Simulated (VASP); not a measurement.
# Mn3O4 (I4_1/amd) in VASP: single point with r2SCAN+U

Aim: the single point of Mn3O4 with r2SCAN+U.

Everything below comes from runs of VASP 6.6.1. Logs are shortened: lines on timing, memory, paths and dates and some standing lists are left out, and cuts for length are marked.

## 1. The cell of the first run

The structure is tetragonal, space group I4_1/amd (No. 141). Conventional cell: a = 5.765 Å, b = 5.765 Å, c = 9.442 Å, α = 90.00°, β = 90.00°, γ = 90.00°. Within 2.7 Å of Mn (site symmetry -4m2) lie 4 O at 2.04 Å. Mn (site symmetry 2/m) has 6 O at 1.93 to 2.28 Å within 2.6 Å. O (site symmetry m) has 4 Mn at 1.93 to 2.28 Å and 1 O at 2.56 Å within 2.6 Å.

## 2. Single point, r2SCAN+U

File POSCAR:

```
Mn3O4
1.0
   -2.8825000000      2.8825000000      4.7210000000
    2.8825000000     -2.8825000000      4.7210000000
    2.8825000000      2.8825000000     -4.7210000000
Mn O
6 8
Direct
    0.0000000000      0.0000000000      0.0000000000
    0.7500000000      0.2500000000      0.5000000000
    0.8750000000      0.6250000000      0.2500000000
    0.3750000000      0.6250000000      0.2500000000
    0.3750000000      0.6250000000      0.7500000000
    0.3750000000      0.1250000000      0.7500000000
    0.6061000000      0.3839000000      0.2222000000
    0.1339000000      0.4117000000      0.2778000000
    0.1617000000      0.3839000000      0.7778000000
    0.1339000000      0.8561000000      0.7222000000
    0.1439000000      0.8661000000      0.2778000000
    0.6161000000      0.3939000000      0.7778000000
    0.5883000000      0.8661000000      0.7222000000
    0.6161000000      0.8383000000      0.2222000000
```

File INCAR.step1:

```
SYSTEM = Mn3O4
  PREC = Accurate
  ENCUT = 520
  ISMEAR = -1
  SIGMA = 0.05
  LREAL = .FALSE.
  LASPH = .TRUE.
  NELM = 150
  LMAXMIX = 4
  LDAU = .TRUE.
  LDAUTYPE = 2
  LDAUL = 2 -1
  LDAUU = 2.7 0
  LDAUJ = 0 0
  NBANDS = 76
  GGA = PE
  ALGO = Normal
  EDIFF = 1E-4
  LWAVE = .TRUE.
  LCHARG = .FALSE.
```

File INCAR.step2:

```
SYSTEM = Mn3O4
  PREC = Accurate
  ENCUT = 520
  EDIFF = 1E-6
  ISMEAR = -1
  SIGMA = 0.05
  LREAL = .FALSE.
  LASPH = .TRUE.
  NELM = 150
  ALGO = Normal
  ISIF = 2
  LWAVE = .FALSE.
  LCHARG = .FALSE.
  LMAXMIX = 4
  LDAU = .TRUE.
  LDAUTYPE = 2
  LDAUL = 2 -1
  LDAUU = 2.7 0
  LDAUJ = 0 0
  LDAUPRINT = 1
  METAGGA = R2SCAN
  LMIXTAU = .TRUE.
  NBANDS = 76
  ISTART = 1
```

File KPOINTS:

```
Automatic mesh
0
G
  5 5 5
  0 0 0
```

Potentials or basis: VASP PAW PBE potentials, release 64 (Mn_pv, O).

Started as:

```console
> cat potpaw_PBE.64/Mn_pv/POTCAR potpaw_PBE.64/O/POTCAR > POTCAR
> cp INCAR.step1 INCAR
> mpirun -np 1 vasp_std > vasp.out
> cp INCAR.step2 INCAR
> mpirun -np 1 vasp_std > vasp.out
```

OUTCAR:

```text
SYSTEM = Mn3O4
   PREC = Accurate
   ENCUT = 520
   EDIFF = 1E-6
   ISMEAR = -1
   LREAL = .FALSE.
   LASPH = .TRUE.
   NELM = 150
   ISIF = 2
   METAGGA = R2SCAN
   ISTART = 1

 ion  position               nearest neighbor table
   1  0.000  0.000  0.000-  10 2.04  11 2.04   8 2.04  13 2.04
   2  0.750  0.250  0.500-   7 2.04  12 2.04   9 2.04  14 2.04
   3  0.875  0.625  0.250-   8 1.93  14 1.93  12 1.93  10 1.93   7 2.28  11 2.28   5 2.88   5 2.88
                             6 3.12   4 3.12   4 3.12   6 3.12
   4  0.375  0.625  0.250-   7 1.93  11 1.93   9 1.93  13 1.93   8 2.28  14 2.28   6 2.88   6 2.88
                             3 3.12   5 3.12   5 3.12   3 3.12
   5  0.375  0.625  0.750-  10 1.93  12 1.93   8 1.93  14 1.93  13 2.28   9 2.28   3 2.88   3 2.88
                             6 3.12   4 3.12   6 3.12   4 3.12
   6  0.375  0.125  0.750-   9 1.93  13 1.93  11 1.93   7 1.93  12 2.28  10 2.28   4 2.88   4 2.88
                             5 3.12   5 3.12   3 3.12   3 3.12
   7  0.606  0.384  0.222-   4 1.93   6 1.93   2 2.04   3 2.28
   8  0.134  0.412  0.278-   3 1.93   5 1.93   1 2.04   4 2.28
   9  0.162  0.384  0.778-   6 1.93   4 1.93   2 2.04   5 2.28
  10  0.134  0.856  0.722-   3 1.93   5 1.93   1 2.04   6 2.28
  11  0.144  0.866  0.278-   4 1.93   6 1.93   1 2.04   3 2.28
  12  0.616  0.394  0.778-   3 1.93   5 1.93   2 2.04   6 2.28
  13  0.588  0.866  0.722-   6 1.93   4 1.93   1 2.04   5 2.28
  14  0.616  0.838  0.222-   3 1.93   5 1.93   2 2.04   4 2.28

  LATTYP: Found a body centered tetragonal cell.
 ALAT       =     5.7650000000
 C/A-ratio  =     1.6378143972

  Lattice vectors:

 A1 = (  -2.8825000000,   2.8825000000,   4.7210000000)
 A2 = (   2.8825000000,  -2.8825000000,   4.7210000000)
 A3 = (   2.8825000000,   2.8825000000,  -4.7210000000)

Analysis of symmetry for initial positions (statically):
=====================================================================
 Subroutine PRICEL returns:
 Original cell was already a primitive cell.

 Routine SETGRP: Setting up the symmetry group for a
 body centered tetragonal supercell.

[... 368 lines left out ...]
  o =  0.2800  v =  0.0000 -0.0000  0.3306 -0.4304  0.8399  0.0000  0.0000  0.0000  0.0000  0.0000      0.0000  0.0000  0.0000  0.0000  0.0000  0.0000  0.0000  0.0000  0.0000  0.0000
  o =  0.2800  v =  0.0000  0.0000  0.0000  0.0000  0.0000  0.0000 -0.0000  0.3306 -0.4304  0.8399      0.0000  0.0000  0.0000  0.0000  0.0000  0.0000  0.0000  0.0000  0.0000  0.0000
  o =  0.2837  v =  0.0000  0.0000  0.0000  0.0000  0.0000 -0.9907 -0.1357  0.0000  0.0000  0.0000      0.0000  0.0000  0.0000  0.0000  0.0000  0.0000  0.0000  0.0000  0.0000  0.0000
  o =  0.2837  v = -0.9907 -0.1357  0.0000  0.0000  0.0000  0.0000  0.0000  0.0000  0.0000  0.0000      0.0000  0.0000  0.0000  0.0000  0.0000  0.0000  0.0000  0.0000  0.0000  0.0000
  o =  0.9016  v =  0.0000 -0.0000  0.1732 -0.8472 -0.5023  0.0000  0.0000  0.0000  0.0000  0.0000      0.0000  0.0000  0.0000  0.0000  0.0000  0.0000  0.0000  0.0000  0.0000  0.0000
  o =  0.9016  v =  0.0000  0.0000  0.0000  0.0000  0.0000  0.0000 -0.0000  0.1732 -0.8472 -0.5023      0.0000  0.0000  0.0000  0.0000  0.0000  0.0000  0.0000  0.0000  0.0000  0.0000
  o =  0.9246  v =  0.0000  0.0000  0.0000  0.0000  0.0000  0.1357 -0.9907  0.0000  0.0000  0.0000      0.0000  0.0000  0.0000  0.0000  0.0000  0.0000  0.0000  0.0000  0.0000  0.0000
  o =  0.9246  v =  0.1357 -0.9907  0.0000  0.0000  0.0000  0.0000  0.0000  0.0000  0.0000  0.0000      0.0000  0.0000  0.0000  0.0000  0.0000  0.0000  0.0000  0.0000  0.0000  0.0000

 number of electron     125.9999945 magnetization

 Free energy of the ion-electron system (eV)
  ---------------------------------------------------
  ext. energy  EPLUGINS =         0.00000000
  ---------------------------------------------------
  free energy    TOTEN  =      -136.95916023 eV

  energy without entropy =     -136.88312848  energy(sigma->0) =     -136.92114435

 E-fermi :   5.8072     XC(G=0): -12.0249

 val. band max:        5.7948621135   @ k =  -0.2000  -0.4000   0.2000
 cond. band min:       5.8249519683   @ k =  -0.2000  -0.2000   0.2000
 fundamental gap:      0.0300898548
 Fermi energy:         5.8072004020

 k-point     1 :       0.0000    0.0000    0.0000
  band No.  band energies     occupation
      1     -45.1440      2.00000
      2     -45.1422      2.00000
      3     -45.0910      2.00000
      4     -45.0909      2.00000
      5     -45.0899      2.00000
      6     -45.0898      2.00000
[... 1393 lines left out ...]
     74       8.1435      0.00000
     75       8.1435      0.00000
 [bands above 75 left out]

------------------------ aborting loop because EDIFF is reached ----------------------------------------

  FORCE on cell =-STRESS in cart. coord.  units (eV):
  Direction    XX          YY          ZZ          XY          YZ          ZX
  --------------------------------------------------------------------------------------
  -------------------------------------------------------------------------------------
  Total       -8.8954451     -8.8954451    -30.1314813     -0.0000000      0.0000000      0.0000000
  in kB      -90.8334152    -90.8334152   -307.6794148     -0.0000000      0.0000000      0.0000000
  external PRESSURE =    -163.1154150 kB  Pullay stress =       0.0000000 kB

 VOLUME and BASIS-vectors are now :
 -----------------------------------------------------------------------------
  energy-cutoff  :      520.00
  volume of cell :      156.90
      direct lattice vectors                 reciprocal lattice vectors
    -2.882500000  2.882500000  4.721000000     0.000000000  0.173460538  0.105909765
     2.882500000 -2.882500000  4.721000000     0.173460538  0.000000000  0.105909765
     2.882500000  2.882500000 -4.721000000     0.173460538  0.173460538  0.000000000

 POSITION                                       TOTAL-FORCE (eV/Angst)
 -----------------------------------------------------------------------------------
      0.00000      0.00000      0.00000         0.000000     -0.000000      0.000000
      0.00000      2.88250      2.36050         0.000000     -0.000000      0.000000
      0.00000      1.44125      5.90125         0.000000     -0.000000      0.000000
      1.44125     -0.00000      3.54075         0.000000     -0.000000      0.000000
      2.88250      1.44125      1.18025         0.000000     -0.000000      0.000000
      1.44125      2.88250     -1.18025         0.000000     -0.000000      0.000000
      0.00000      1.28098      3.62478         0.000000      2.106478     -0.105876
      1.60152     -0.00000      1.26428        -2.106478     -0.000000     -0.105876
      2.88250      1.60152     -1.09622         0.000000     -2.106478     -0.105876
      4.16348      0.00000      1.26428         2.106478     -0.000000     -0.105876
      2.88250     -1.28098      3.45672         0.000000     -2.106478      0.105876
      1.60152      2.88250      1.09622        -2.106478     -0.000000      0.105876
      2.88250      1.28098      3.45672         0.000000      2.106478      0.105876
      1.28098      0.00000      5.81722         2.106478     -0.000000      0.105876
 -----------------------------------------------------------------------------------
    total drift:                                0.000000     -0.000000      0.000000

  FREE ENERGIE OF THE ION-ELECTRON SYSTEM (eV)
  ---------------------------------------------------
  free  energy   TOTEN  =      -136.9591602288 eV

  energy  without entropy=     -136.8831284804  energy(sigma->0) =     -136.92114435
```

OSZICAR.step1:

```text
N       E                     dE             d eps       ncg     rms          rms(c)
DAV:   1     0.189595786310E+04    0.18960E+04   -0.68960E+04  2856   0.201E+03
DAV:   2     0.187899494659E+03   -0.17081E+04   -0.16184E+04  2800   0.602E+02
DAV:   3    -0.931498072233E+02   -0.28105E+03   -0.26817E+03  3204   0.222E+02
[... 23 lines left out ...]
DAV:  27    -0.913337931791E+02   -0.23441E-02   -0.38838E-03  3476   0.426E-01    0.208E-01
DAV:  28    -0.913340507192E+02   -0.25754E-03   -0.79196E-04  2948   0.153E-01    0.139E-01
DAV:  29    -0.913341577842E+02   -0.10707E-03   -0.64642E-04  2392   0.156E-01    0.700E-02
DAV:  30    -0.913342867479E+02   -0.12896E-03   -0.19964E-04  1840   0.118E-01    0.412E-02
DAV:  31    -0.913342907242E+02   -0.39763E-05   -0.23667E-05  1384   0.326E-02
   1 F= -.91334291E+02 E0= -.91299973E+02  d E =-.686347E-01
```

Wall time 40 min (1 thread of Oxide Virtual Turin-like, shared host); peak memory 0.41 GiB.

Results:

- Free energy: -136.9592 eV
- Pressure: -16.3 GPa
- Largest force: 2.109 eV/Å
- Band gap on the k mesh: zero (bands 63 and 64 overlap by 0.19 eV)

Forces in eV/Å, atoms in the order of the input:
```
Mn   0.000  0.000  0.000
Mn   0.000  0.000  0.000
Mn   0.000  0.000  0.000
Mn   0.000  0.000  0.000
Mn   0.000  0.000  0.000
Mn   0.000  0.000  0.000
O    0.000  2.106 -0.106
O   -2.106  0.000 -0.106
O    0.000 -2.106 -0.106
O    2.106  0.000 -0.106
O    0.000 -2.106  0.106
O   -2.106  0.000  0.106
O    0.000  2.106  0.106
O    2.106  0.000  0.106
```

Stress tensor (GPa, compression positive):
```
 -9.08   0.00   0.00
  0.00  -9.08   0.00
  0.00   0.00 -30.77
```

Levels at points of the mesh, in eV from the Fermi level:
```csv
k point,band 59,band 60,band 61,band 62,band 63,band 64,band 65,band 66,band 67,band 68
"(0.00, 0.00, 0.00)",-1.46,-1.37,-0.92,-0.92,-0.45,0.08,0.27,0.27,0.49,0.49
```

Eigenvalues of the final occupation matrices:
```
    site  spin  trace               eigenvalues
site 1 d     1   2.47  0.19 0.19 0.23 0.93 0.93
site 1 d     2   2.47  0.19 0.19 0.23 0.93 0.93
site 2 d     1   2.47  0.19 0.19 0.23 0.93 0.93
site 2 d     2   2.47  0.19 0.19 0.23 0.93 0.93
site 3 d     1   2.52  0.13 0.28 0.28 0.90 0.92
site 3 d     2   2.52  0.13 0.28 0.28 0.90 0.92
site 4 d     1   2.52  0.13 0.28 0.28 0.90 0.92
site 4 d     2   2.52  0.13 0.28 0.28 0.90 0.92
site 5 d     1   2.52  0.13 0.28 0.28 0.90 0.92
site 5 d     2   2.52  0.13 0.28 0.28 0.90 0.92
site 6 d     1   2.52  0.13 0.28 0.28 0.90 0.92
site 6 d     2   2.52  0.13 0.28 0.28 0.90 0.92
```

Caveat: the stress differs along the axes, from -31 to -9 GPa; the PAW data sets were made with another functional, which shifts forces and pressure a little; the run has no spin polarisation, though such a crystal can be magnetic; U without spin polarisation on a metal has little footing. Spin polarisation is off, so any magnetic state and its effect on volume and gap are missing.

The gap in the log of VASP goes by the Fermi energy; the results here count the filled bands.